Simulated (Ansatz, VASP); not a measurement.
**Au: VASP beside Ansatz**

```
Au
1.0
     0.00000    3.03641    3.03641
     3.03641    0.00000    3.03641
     3.03641    3.03641    0.00000
Au
2
Direct
  0.12500 0.12500 0.12500
  0.87500 0.87500 0.87500
```

Alike in both runs: functional r2SCAN; k mesh 10 × 10 × 10; occupations fermi-dirac, width 0.1 eV; no spin polarisation.

Ansatz relaxed the structure, and its values are those at the end. VASP's run is a single point on that final structure, the one shown.

|  | VASP | Ansatz |
| --- | --- | --- |
| version | VASP 6.6.1 | Ansatz 0.2.0 |
| potentials or method | VASP PAW PBE potentials, release 64 (Au), cutoff 520 eV | plane waves (500 eV) with PAW, scalar-relativistic |
| valence electrons in the cell | 22 | 38 |

|  | VASP | Ansatz | Ansatz less VASP |
| --- | --- | --- | --- |
| pressure (GPa) | 0.2 | 0.0 | -0.10 |

VASP's potentials were made for PBE, not for r2SCAN. With one functional, cell and mesh, what is left measures potentials, basis and numerics. VASP's potentials hold 22 valence electrons a cell and Ansatz's 38, so a difference there can come from the potentials and not from the codes.

Neither program's run includes spin-orbit coupling.
